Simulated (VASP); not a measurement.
BP: vibrations by perturbation theory with PBEsol

BP:

```
CELL_PARAMETERS angstrom
0.00000 2.22756 2.22756
2.22756 0.00000 2.22756
2.22756 2.22756 0.00000
ATOMIC_POSITIONS crystal
B 0.00000 0.00000 0.00000
P 0.75000 0.75000 0.75000
```

- Program: VASP 6.6.1
- Task: vibrations by perturbation theory
- Functional: PBEsol
- Potentials or basis: VASP PAW PBE potentials, release 64 (B, P)
- Cutoff: 520 eV
- k mesh: 10 × 10 × 10
- Occupations: gaussian, width 0.01 eV
- Spin: no spin polarisation
- Dipole correction: no
- Further INCAR settings: ALGO = Normal; EDIFF = 1e-08; NBANDS = 11; IBRION = 8; NSW = 1

- Electronic dielectric tensor (diagonal): 9.42
- Born charges (mean of the diagonal): B -0.68; P +0.68 e
- Highest phonon frequency at Γ, LO-TO splitting left out: 847 cm⁻¹

Phonon frequencies in cm⁻¹ (negative: imaginary):
```tsv
q point	frequencies
(0.000, 0.000, 0.000)	0 0 0 847 847 847
```

Electronic dielectric tensor:
```
9.42 0.00 0.00
0.00 9.42 0.00
0.00 0.00 9.42
```

Born effective charge tensors (e):
atom 1, B
```
-0.68  0.00  0.00
 0.00 -0.68  0.00
 0.00  0.00 -0.68
```
atom 2, P
```
0.68 0.00 0.00
0.00 0.68 0.00
0.00 0.00 0.68
```

It took 2.8 min on 1 thread of Intel(R) Xeon(R) Platinum 8488C (Sapphire Rapids) (shared host), peak memory 0.22 GiB.

Caveat: the cell wasn't relaxed at this level first, which shifts response properties.
